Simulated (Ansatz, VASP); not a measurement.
**SiC in VASP and in Ansatz**

File POSCAR:

```
SiC
1.0
   -3.0759982064      0.0000000000      0.0000000000
   -1.5379991032     -2.6638925888      0.0000000000
   -1.5378453033     -0.8878753998     10.0960000000
Si C
4 4
Direct
    0.1154384583      0.1154384583      0.6537500000
    0.2820884583      0.2820884583      0.1537500000
    0.3654467917      0.3654467917      0.9037500000
    0.5320967917      0.5320967917      0.4037500000
    0.0512782083      0.0512782083      0.8462500000
    0.2179282083      0.2179282083      0.3462500000
    0.6345865417      0.6345865417      0.0962500000
    0.4679365417      0.4679365417      0.5962500000
```

Contents of INCAR.step1:

```
ALGO = Normal
EDIFF = 1E-4
ENCUT = 520
GGA = PE
ISMEAR = 0
LASPH = T
LCHARG = F
LREAL = F
LWAVE = T
NBANDS = 26
NELM = 100
PREC = Accurate
SIGMA = 0.05
```

File INCAR.step2:

```
ALGO = Normal
EDIFF = 1E-6
ENCUT = 520
ISIF = 2
ISMEAR = 0
ISTART = 1
LASPH = T
LCHARG = T
LELF = T
LMIXTAU = T
LREAL = F
LVHAR = T
LWAVE = F
METAGGA = R2SCAN
NBANDS = 26
NELM = 100
PREC = Accurate
SIGMA = 0.05
```

KPOINTS

```
k-points
0
Gamma
  8 8 3
```

Input for Ansatz:

```yaml
crystal:
  lattice:
    - [-3.0759982064, 0.0, 0.0]
    - [-1.5379991032, -2.6638925888, 0.0]
    - [-1.5378453033, -0.8878753998, 10.096]
  atoms:
    - { symbol: Si, position: [0.1154384583, 0.1154384583, 0.65375] }
    - { symbol: Si, position: [0.2820884583, 0.2820884583, 0.15375] }
    - { symbol: Si, position: [0.3654467917, 0.3654467917, 0.90375] }
    - { symbol: Si, position: [0.5320967917, 0.5320967917, 0.40375] }
    - { symbol: C, position: [0.0512782083, 0.0512782083, 0.84625] }
    - { symbol: C, position: [0.2179282083, 0.2179282083, 0.34625] }
    - { symbol: C, position: [0.6345865417, 0.6345865417, 0.09625] }
    - { symbol: C, position: [0.4679365417, 0.4679365417, 0.59625] }
basis:
  ecutwfc: 500
kpoints:
  mp_grid: { grid: [8, 8, 3] }
hamiltonian:
  xc: r2scan
scf:
  occupations: { method: gaussian, width: 0.05 }
output:
  forces: true
  stress: true
  eigenvalues: true
```

Alike in both runs: task single point; functional r2SCAN; k mesh 8 × 8 × 3; occupations gaussian, width 0.05 eV; no spin polarisation.

|  | VASP | Ansatz |
| --- | --- | --- |
| version | VASP 6.6.1 | Ansatz 0.2.0 |
| potentials or method | VASP PAW PBE potentials, release 64 (Si, C), cutoff 520 eV | scalar-relativistic, plane waves, PAW |
| valence electrons in the cell | 32 | 32 |

Ansatz gave:

| Property | Result |
| --- | --- |
| gap on the k mesh at the Fermi level (eV) | 0.49 |
| least direct gap on the mesh (eV) | 1.67 |
| pressure (GPa) | -1.5 |
| traceless stress, the component that is largest in VASP (GPa) | 3.79 |
| rms of the force components (eV/Å) | 0.376 |

Problem. Which values does VASP return?

Solution. gap on the k mesh at the Fermi level (eV): 0.49; least direct gap on the mesh (eV): 1.66; pressure (GPa): -1.6; traceless stress, the component that is largest in VASP (GPa): 3.77; rms of the force components (eV/Å): 0.373.

VASP's potentials were made for PBE, not for r2SCAN. Atom by atom the forces differ by 0.006 eV/Å (rms over components).
